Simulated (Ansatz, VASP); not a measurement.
**Ti: VASP beside Ansatz**

```xyz
3
Lattice="4.4505 0.0000 0.0000 -2.2252 3.8542 0.0000 0.0000 0.0000 2.7703" Properties=species:S:1:pos:R:3 pbc="T T T"
Ti    0.0000    0.0000    0.0000
Ti    0.0000    2.5695    1.3851
Ti    2.2252    1.2847    1.3851
```

Alike in both runs: functional LDA; k mesh 7 × 7 × 10; no spin polarisation.

Ansatz relaxed the structure, and its values are those at the end. VASP's run is a single point on that final structure, the one shown.

```csv
,VASP,Ansatz
version,VASP 6.6.1,Ansatz 0.2.0
potentials or method,"VASP PAW LDA potentials, release 64 (Ti_sv), cutoff 520 eV","plane waves, PAW"
occupations,"methfessel-paxton of order 1, width 0.1 eV",cold
valence electrons in the cell,36,36
```

```csv
,VASP,Ansatz,Ansatz less VASP
pressure (GPa),-0.1,0.0,+0.09
```

LDA's correlation is that of Perdew and Zunger in VASP and of Perdew and Wang (1992) in Ansatz.
